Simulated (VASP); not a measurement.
# Au (I4/mmm) in VASP: a series of runs

Au is run at these levels: PBEsol; tasks: single point.

Everything below comes from runs of VASP 6.6.1. Logs are shortened: lines on timing, memory, paths and dates and some standing lists are left out, and cuts for length are marked.

## (1) The cell of the first run

Symmetry: I4/mmm, No. 139, tetragonal system. Conventional cell: a = 3.124 Å, b = 3.124 Å, c = 3.927 Å, α = 90.00°, β = 90.00°, γ = 90.00°. Au (site symmetry 4/mmm) has 12 Au at 2.96 to 3.12 Å within 3.9 Å.

## (2) Single point, PBEsol (strain +0.080 along x and y, -0.040 along z)

INCAR

```
SYSTEM = Au
  PREC = Accurate
  ENCUT = 520
  EDIFF = 1E-6
  ISMEAR = 0
  SIGMA = 0.15
  LREAL = .False.
  LASPH = .True.
  NELM = 80
  ALGO = Fast
  ISIF = 2
  LWAVE = .False.
  LCHARG = .False.
  GGA = PS
  NBANDS = 12
```

KPOINTS

```
Automatic mesh
0
Gamma
  20 20 20
  0 0 0
```

POSCAR

```
Au
1.0
    0.0000000000      2.2091400000      1.9636800000
    2.2091400000      0.0000000000      1.9636800000
    2.2091400000      2.2091400000      0.0000000000
Au
1
Direct
    0.0000000000      0.0000000000      0.0000000000
```

Potentials or basis: VASP PAW PBE potentials, release 64 (Au).

Started as:

```console
> cat potpaw_PBE.64/Au/POTCAR > POTCAR
> mpirun -np 1 vasp_std > vasp.out
```

OUTCAR:

```text
SYSTEM = Au
   PREC = Accurate
   ENCUT = 520
   EDIFF = 1E-6
   ISMEAR = 0
   LREAL = .False.
   LASPH = .True.
   NELM = 80
   ISIF = 2
   GGA = PS

 ion  position               nearest neighbor table
   1  0.000  0.000  0.000-

  LATTYP: Found a body centered tetragonal cell.
 ALAT       =     3.1241957492
 C/A-ratio  =     1.2570787221

  Lattice vectors:

 A1 = (   0.0000000000,  -2.2091400000,  -1.9636800000)
 A2 = (   0.0000000000,   2.2091400000,  -1.9636800000)
 A3 = (   2.2091400000,   0.0000000000,   1.9636800000)

Analysis of symmetry for initial positions (statically):
=====================================================================
 Subroutine PRICEL returns:
 Original cell was already a primitive cell.

 Routine SETGRP: Setting up the symmetry group for a
 body centered tetragonal supercell.

 Subroutine GETGRP returns: Found 16 space group operations
 (whereof 16 operations were pure point group operations)
 out of a pool of 16 trial point group operations.

The static configuration has the point symmetry D_4h.

Analysis of symmetry for dynamics (positions and initial velocities):
=====================================================================
 Subroutine PRICEL returns:
 Original cell was already a primitive cell.

 Routine SETGRP: Setting up the symmetry group for a
 body centered tetragonal supercell.

 Subroutine GETGRP returns: Found 16 space group operations
 (whereof 16 operations were pure point group operations)
 out of a pool of 16 trial point group operations.

The dynamic configuration has the point symmetry D_4h.

 Subroutine INISYM returns: Found 16 space group operations
 (whereof 16 operations are pure point group operations),
 and found     1 'primitive' translations

----------------------------------------------------------------------------------------

                                     Primitive cell

  volume of cell :      19.1667

  direct lattice vectors                    reciprocal lattice vectors
     0.000000000  2.209140000  1.963680000    -0.226332419  0.226332419  0.254623971
     2.209140000  0.000000000  1.963680000     0.226332419 -0.226332419  0.254623971
     2.209140000  2.209140000  0.000000000     0.226332419  0.226332419 -0.254623971

  length of vectors
     2.955729805  2.955729805  3.124195749     0.409006228  0.409006228  0.409006228

  position of ions in fractional coordinates (direct lattice)
     0.000000000  0.000000000  0.000000000

  ion indices of the primitive-cell ions
   primitive index   ion index
                 1           1

----------------------------------------------------------------------------------------

 KPOINTS: Automatic mesh

Automatic generation of k-mesh.
 Grid dimensions read from file:
 generate k-points for:   20   20   20

 Generating k-lattice:

  Cartesian coordinates                     Fractional coordinates (reciprocal lattice)
    -0.011316621  0.011316621  0.012731199     0.050000000  0.000000000  0.000000000
     0.011316621 -0.011316621  0.012731199     0.000000000  0.050000000  0.000000000
     0.011316621  0.011316621 -0.012731199     0.000000000  0.000000000  0.050000000

  Length of vectors
     0.020450311  0.020450311  0.020450311

  Shift w.r.t. Gamma in fractional coordinates (k-lattice)
     0.000000000  0.000000000  0.000000000

 Subroutine IBZKPT returns following result:
 ===========================================

 Found    641 irreducible k-points:

 Following reciprocal coordinates:
            Coordinates               Weight
  0.000000  0.000000  0.000000      1.000000
  0.050000  0.000000  0.000000      8.000000
  0.100000  0.000000  0.000000      8.000000
  0.150000  0.000000  0.000000      8.000000
  0.200000  0.000000  0.000000      8.000000
  0.250000  0.000000  0.000000      8.000000
[... 16 lines left out ...]
 -0.400000  0.050000  0.000000      8.000000
 -0.350000  0.050000  0.000000      8.000000
 [... further k-points ...]
   k-points           NKPTS =    641   k-points in BZ     NKDIM =    641   number of bands    NBANDS=     12
   number of dos      NEDOS =    301   number of ions     NIONS =      1
   total plane-waves  NPLWV =  13824
   dimension x,y,z NGX =    24 NGY =   24 NGZ =   24
   dimension x,y,z NGXF=    48 NGYF=   48 NGZF=   48
   ions per type =               1
   NGX,Y,Z   is equivalent  to a cutoff of  13.50, 13.50, 12.77 a.u.
   NGXF,Y,Z  is equivalent  to a cutoff of  27.00, 27.00, 25.54 a.u.
 SYSTEM =  Au
   PREC   = accura    normal or accurate (medium, high low for compatibility)
   ISTART =      0    job   : 0-new  1-cont  2-samecut
   ICHARG =      2    charge: 1-file 2-atom 10-const
   ISPIN  =      1    spin polarized calculation?
   LNONCOLLINEAR =      F non collinear calculations
   LSORBIT =      F    spin-orbit coupling
   LASPH  =      T    aspherical Exc in radial PAW
   ENCUT  =  520.0 eV  38.22 Ry    6.18 a.u.   5.50  5.50  5.81*2*pi/ulx,y,z
   NELM   =     80;   NELMIN=  2; NELMDL= -5     # of ELM steps
   EDIFF  = 0.1E-05   stopping-criterion for ELM
   LREAL  =      F    real-space projection
   EDIFFG = 0.1E-04   stopping-criterion for IOM
   NSW    =      0    number of steps for IOM
   IBRION =     -1    ionic relax: 0-MD 1-quasi-New 2-CG
   NFREE  =      0    steps in history (QN), initial steepest desc. (CG)
   ISIF   =      2    stress and relaxation
   ISYM   =      2    0-nonsym 1-usesym 2-fastsym
   POTIM  = 0.5000    time-step for ionic-motion
   TEBEG  =    0.0;   TEEND  =   0.0 temperature during run
   PSTRESS=    0.0 pullay stress
   NELECT =      11.0000    total number of electrons
   NUPDOWN=      -1.0000    fix difference up-down
   EMIN   =  10.00;   EMAX   =-10.00  energy-range for DOS
   EFERMI =   0.00;   METHOD = LEGACY
   ISMEAR =     0;   SIGMA  =   0.15  broadening in eV -4-tet -1-fermi 0-gaus
   EFERMI_NEDOS =   21; number of points for ismear=-14 and -15
   IALGO  =     68    algorithm
   IMIX   =      4    mixing-type and parameters
     AMIX     =   0.40;   BMIX     =  1.00
     AMIX_MAG =   1.60;   BMIX_MAG =  1.00
  volume/ion in A,a.u.               =      19.17       129.34
  Fermi-wavevector in a.u.,A,eV,Ry     =   1.360473  2.570922 25.182851  1.850887
  Thomas-Fermi vector in A             =   2.487132
   LORBIT       =      0    0 simple, 1 ext, 2 COOP (PROOUT), +10 PAW based schemes
   GGA     = PS    functional components
   LHFCALC =     F    Hartree Fock is set to
   AEXX    =    0.0000 exact exchange contribution
   IVDW    =     0    specifies the selected vdW correction
   LEPSILON=     F    determine dielectric tensor
   LRPA    =     F    only Hartree local field effects (RPA)
 non-spin polarized calculation
 RMM-DIIS sequential band-by-band and
 Gauss-broadening in eV      SIGMA  =   0.15
  energy-cutoff  :      520.00
  volume of cell :       19.17
 maximum number of plane-waves:       532
 NGX is ok and might be reduce to    24
   NGX = 11   NGY = 11   NGZ = 11

 number of electron      10.9999999 magnetization

 Free energy of the ion-electron system (eV)
  ---------------------------------------------------
  ext. energy  EPLUGINS =         0.00000000
  ---------------------------------------------------
  free energy    TOTEN  =        -3.80511288 eV

  energy without entropy =       -3.80065752  energy(sigma->0) =       -3.80288520

 E-fermi :   7.4174     XC(G=0): -12.1984

 val. band max:        7.4044823486   @ k =   0.5000   0.1500   0.3000
 cond. band min:       7.4199657747   @ k =   0.4500   0.3500   0.0500
 fundamental gap:      0.0154834261
 Fermi energy:         7.4174125523

 k-point     1 :       0.0000    0.0000    0.0000
  band No.  band energies     occupation
      1      -1.2958      2.00000
      2       3.1220      2.00000
      3       3.1220      2.00000
      4       3.9071      2.00000
      5       4.1033      2.00000
      6       4.9388      2.00000
      7      22.2303      0.00000
      8      24.8807      0.00000
      9      24.8807      0.00000
     10      26.4005      0.00000
     11      30.0871      0.00000
     12      32.2573      0.00000

 k-point     2 :       0.0500    0.0000    0.0000
  band No.  band energies     occupation
      1      -1.2165      2.00000
      2       3.1229      2.00000
      3       3.1467      2.00000
      4       3.9056      2.00000
      5       4.1026      2.00000
      6       4.9212      2.00000
      7      22.2988      0.00000
      8      24.5716      0.00000
      9      24.9594      0.00000
     10      26.1515      0.00000
     11      30.4516      0.00000
     12      31.2841      0.00000

 k-point     3 :       0.1000    0.0000    0.0000
  band No.  band energies     occupation
      1      -0.9833      2.00000
      2       3.1214      2.00000
      3       3.2072      2.00000
      4       3.9088      2.00000
      5       4.1143      2.00000
      6       4.8752      2.00000
      7      22.3964      0.00000
      8      23.5591      0.00000
      9      25.1809      0.00000
     10      26.0827      0.00000
     11      29.4177      0.00000
     12      30.8938      0.00000
[... 286 lines left out ...]
 k-point    23 :      -0.4000    0.0500    0.0000
  band No.  band energies     occupation
      1       1.1674      2.00000
      2       3.0077      2.00000
      3       3.7271      2.00000
      4       4.9448      2.00000
      5       5.4841      2.00000
      6       5.9372      2.00000
      7      11.9389      0.00000
      8      21.3294      0.00000
      9      23.0379      0.00000
     10      24.8828      0.00000
     11      29.4356      0.00000
     12      29.5300      0.00000

 k-point    24 :      -0.3500    0.0500    0.0000
  band No.  band energies     occupation
      1       1.1011      2.00000
      2       3.0739      2.00000
      3       3.7786      2.00000
      4       4.3634      2.00000
      5       5.1926      2.00000
      6       5.4084      2.00000
      7      13.6855      0.00000
      8      21.7160      0.00000
      9      23.9021      0.00000
     10      24.9109      0.00000
     11      28.9486      0.00000
     12      28.9930      0.00000

 [... further k-points ...]

------------------------ aborting loop because EDIFF is reached ----------------------------------------

  FORCE on cell =-STRESS in cart. coord.  units (eV):
  Direction    XX          YY          ZZ          XY          YZ          ZX
  --------------------------------------------------------------------------------------
  -------------------------------------------------------------------------------------
  Total       -1.7805444     -1.7805444     -1.6791658      0.0000000      0.0000000      0.0000000
  in kB     -148.8388097   -148.8388097   -140.3643989      0.0000000      0.0000000      0.0000000
  external PRESSURE =    -146.0140061 kB  Pullay stress =       0.0000000 kB

 VOLUME and BASIS-vectors are now :
 -----------------------------------------------------------------------------
  energy-cutoff  :      520.00
  volume of cell :       19.17
      direct lattice vectors                 reciprocal lattice vectors
     0.000000000  2.209140000  1.963680000    -0.226332419  0.226332419  0.254623971
     2.209140000  0.000000000  1.963680000     0.226332419 -0.226332419  0.254623971
     2.209140000  2.209140000  0.000000000     0.226332419  0.226332419 -0.254623971

 POSITION                                       TOTAL-FORCE (eV/Angst)
 -----------------------------------------------------------------------------------
      0.00000      0.00000      0.00000         0.000000     -0.000000     -0.000000
 -----------------------------------------------------------------------------------
    total drift:                                0.000000      0.000000     -0.000000

  FREE ENERGIE OF THE ION-ELECTRON SYSTEM (eV)
  ---------------------------------------------------
  free  energy   TOTEN  =        -3.8051128796 eV

  energy  without entropy=       -3.8006575197  energy(sigma->0) =       -3.80288520
```

It took 41 s on 1 thread of Intel Xeon 6975P-C (Granite Rapids), shared host; peak memory 0.25 GiB.

Results:

```yaml
Free_energy: -3.8051 eV
Pressure: -14.6 GPa
```

Caveat: the cell differs from its parent crystal (strain +0.080 along x and y, -0.040 along z); the PAW data sets were made with another functional, which shifts forces and pressure a little; spin-orbit coupling is left out, which moves the levels of the heavy elements.

## (3) Single point, PBEsol (strain +0.080 along x and y, +0.000 along z)

INCAR

```
ALGO = Fast ; EDIFF = 1E-6
ENCUT = 520 ; GGA = PS
ISIF = 2 ; ISMEAR = 0
LASPH = True ; LCHARG = False
LREAL = False ; LWAVE = False
NBANDS = 12 ; NELM = 100
PREC = Accurate ; SIGMA = 0.15
```

KPOINTS

```
k-points
0
Gamma
  20 20 20
```

POSCAR

```
Au
1.0
    0.0000000000      2.2091400000      2.0455000000
    2.2091400000      0.0000000000      2.0455000000
    2.2091400000      2.2091400000      0.0000000000
Au
1
Direct
    0.0000000000      0.0000000000      0.0000000000
```

Potentials or basis: VASP PAW PBE potentials, release 64 (Au).

Started as:

```console
> cat potpaw_PBE.64/Au/POTCAR > POTCAR
> mpirun -np 1 vasp_std > vasp.out
```

Run time: 38 s. Hardware: 1 thread of Intel Xeon 6975P-C (Granite Rapids), shared host; peak memory 0.26 GiB.

The run converged. Its results:

```yaml
Free_energy: -3.7279 eV
Pressure: -17.4 GPa
```

Stress tensor (GPa, compression positive):
```
-17.66   0.00   0.00
  0.00 -17.66   0.00
  0.00   0.00 -16.93
```

Levels at points of the mesh, in eV from the Fermi level:
```csv
k point,band 3,band 4,band 5,band 6,band 7,band 8,band 9,band 10
"(0.00, 0.00, 0.00)",-4.03,-3.53,-3.02,-2.48,14.71,17.45,17.45,18.27
"(0.50, 0.00, 0.00)",-3.64,-1.95,-1.69,-0.27,2.35,13.75,15.09,17.11
"(0.50, 0.50, 0.00)",-1.85,-1.56,-1.56,2.24,5.63,8.71,8.71,14.84
"(0.50, 0.00, 0.50)",-1.89,-1.79,-1.42,1.06,4.13,9.99,10.00,16.04
```

Caveat: the cell differs from its parent crystal (strain +0.080 along x and y, +0.000 along z); the PAW data sets were made with another functional, which shifts forces and pressure a little; spin-orbit coupling is left out, which moves the levels of the heavy elements.

## (4) Single point, PBEsol (strain -0.080 along x and y, +0.040 along z)

INCAR

```
PREC = Accurate
ENCUT = 520
EDIFF = 1E-6
ISMEAR = 0
SIGMA = 0.15
LREAL = F
LASPH = T
NELM = 60
ALGO = Fast
ISIF = 2
LWAVE = F
LCHARG = F
GGA = PS
NBANDS = 12
```

KPOINTS

```
regular mesh
0
Gamma
  20 20 20
```

POSCAR

```
Au
1.0
    0.0000000000      1.8818600000      2.1273200000
    1.8818600000      0.0000000000      2.1273200000
    1.8818600000      1.8818600000      0.0000000000
Au
1
Direct
    0.0000000000      0.0000000000      0.0000000000
```

Potentials or basis: VASP PAW PBE potentials, release 64 (Au).

Started as:

```console
> cat potpaw_PBE.64/Au/POTCAR > POTCAR
> mpirun -np 1 vasp_std > vasp.out
```

OUTCAR:

```text
PREC = Accurate
   ENCUT = 520
   EDIFF = 1E-6
   ISMEAR = 0
   LREAL = F
   LASPH = T
   NELM = 60
   ISIF = 2
   GGA = PS

 ion  position               nearest neighbor table
   1  0.000  0.000  0.000-

  LATTYP: Found a body centered tetragonal cell.
 ALAT       =     2.6613519345
 C/A-ratio  =     1.5986762009

  Lattice vectors:

 A1 = (  -1.8818600000,   0.0000000000,   2.1273200000)
 A2 = (   1.8818600000,   0.0000000000,   2.1273200000)
 A3 = (   0.0000000000,   1.8818600000,  -2.1273200000)
[... 540 lines left out ...]
     12      36.9929      0.00000

 [... further k-points ...]

------------------------ aborting loop because EDIFF is reached ----------------------------------------

  FORCE on cell =-STRESS in cart. coord.  units (eV):
  Direction    XX          YY          ZZ          XY          YZ          ZX
  --------------------------------------------------------------------------------------
  -------------------------------------------------------------------------------------
  Total        3.3131967      3.3131967      2.1767411      0.0000000      0.0000000      0.0000000
  in kB      352.3062561    352.3062561    231.4621187      0.0000000      0.0000000      0.0000000
  external PRESSURE =     312.0248770 kB  Pullay stress =       0.0000000 kB

 VOLUME and BASIS-vectors are now :
 -----------------------------------------------------------------------------
  energy-cutoff  :      520.00
  volume of cell :       15.07
      direct lattice vectors                 reciprocal lattice vectors
     0.000000000  1.881860000  2.127320000    -0.265694579  0.265694579  0.235037512
     1.881860000  0.000000000  2.127320000     0.265694579 -0.265694579  0.235037512
     1.881860000  1.881860000  0.000000000     0.265694579  0.265694579 -0.235037512

 POSITION                                       TOTAL-FORCE (eV/Angst)
 -----------------------------------------------------------------------------------
      0.00000      0.00000      0.00000        -0.000000      0.000000      0.000000
 -----------------------------------------------------------------------------------
    total drift:                               -0.000000      0.000000     -0.000000

  FREE ENERGIE OF THE ION-ELECTRON SYSTEM (eV)
  ---------------------------------------------------
  free  energy   TOTEN  =        -3.7320857265 eV

  energy  without entropy=       -3.7298285441  energy(sigma->0) =       -3.73095714
```

OSZICAR:

```text
N       E                     dE             d eps       ncg     rms          rms(c)
DAV:   1     0.495864802139E+02    0.49586E+02   -0.56569E+03 15944   0.827E+02
DAV:   2    -0.338315925040E+01   -0.52970E+02   -0.50119E+02 18336   0.192E+02
DAV:   3    -0.406171749778E+01   -0.67856E+00   -0.67780E+00 18392   0.209E+01
DAV:   4    -0.406382203748E+01   -0.21045E-02   -0.21045E-02 18208   0.134E+00
DAV:   5    -0.406383527958E+01   -0.13242E-04   -0.13241E-04 18888   0.994E-02    0.141E+01
RMM:   6    -0.376996973531E+01    0.29387E+00   -0.28692E-01 15472   0.451E+00    0.833E+00
RMM:   7    -0.373576177086E+01    0.34208E-01   -0.58231E-02 16535   0.220E+00    0.306E+00
RMM:   8    -0.373208396615E+01    0.36778E-02   -0.65138E-03 17209   0.719E-01    0.381E-01
RMM:   9    -0.373208478992E+01   -0.82376E-06   -0.51958E-04 18571   0.189E-01    0.126E-01
RMM:  10    -0.373208502836E+01   -0.23844E-06   -0.79136E-05 18025   0.675E-02    0.920E-02
RMM:  11    -0.373208561049E+01   -0.58213E-06   -0.18027E-05 17596   0.272E-02    0.125E-02
RMM:  12    -0.373208572646E+01   -0.11598E-06   -0.21236E-06 14515   0.959E-03
   1 F= -.37320857E+01 E0= -.37309571E+01  d E =-.225718E-02
```

stdout:

```text
POSCAR found type information on POSCAR Au
 POSCAR found :  1 types and       1 ions
 scaLAPACK will be used
 -----------------------------------------------------------------------------
|                                                                             |
|                                                                             |
|     You enforced a specific xc type in the INCAR file but a different       |
|     I HOPE YOU KNOW WHAT YOU ARE DOING!                                     |
|                                                                             |
 -----------------------------------------------------------------------------

 LDA part: xc-table for (Slater+PW92), standard interpolation
 POSCAR, INCAR and KPOINTS ok, starting setup
 FFT: planning ... GRIDC
 FFT: planning ... GRID_SOFT
 FFT: planning ... GRID
 WAVECAR not read
 entering main loop
```

Wall time 34 s (1 thread of Intel Xeon 6975P-C (Granite Rapids), shared host); peak memory 0.23 GiB.

Results:

```
Free energy : -3.7321 eV
Pressure    : 31.2 GPa
```

Stress tensor (GPa, compression positive):
```
35.23  0.00  0.00
 0.00 35.23  0.00
 0.00  0.00 23.15
```

Caveat: the cell differs from its parent crystal (strain -0.080 along x and y, +0.040 along z); the PAW data sets were made with another functional, which shifts forces and pressure a little; spin-orbit coupling is left out, which moves the levels of the heavy elements.

## (5) Summary

```csv
cell,gap on the mesh (eV),pressure (GPa)
"a = 2.956, b = 2.956, c = 3.124 Å, angles 58.1, 58.1, 63.8°, 1 atom",none,-14.6
"a = 3.011, b = 3.011, c = 3.124 Å, angles 58.7, 58.7, 62.5°, 1 atom",none,-17.4
"a = 2.840, b = 2.840, c = 2.661 Å, angles 62.1, 62.1, 55.9°, 1 atom",none,31.2
```

Alike in all rows: task single point; level PBEsol; potentials or basis VASP PAW PBE potentials, release 64 (Au); no spin polarisation; k mesh 20 × 20 × 20; cutoff (eV) 520; smearing gaussian 0.15 eV.

Caveats: the PAW data sets were made with another functional, which shifts forces and pressure a little; spin-orbit coupling is left out, which moves the levels of the heavy elements.

Absolute energies hang on the potentials; compare differences alone.
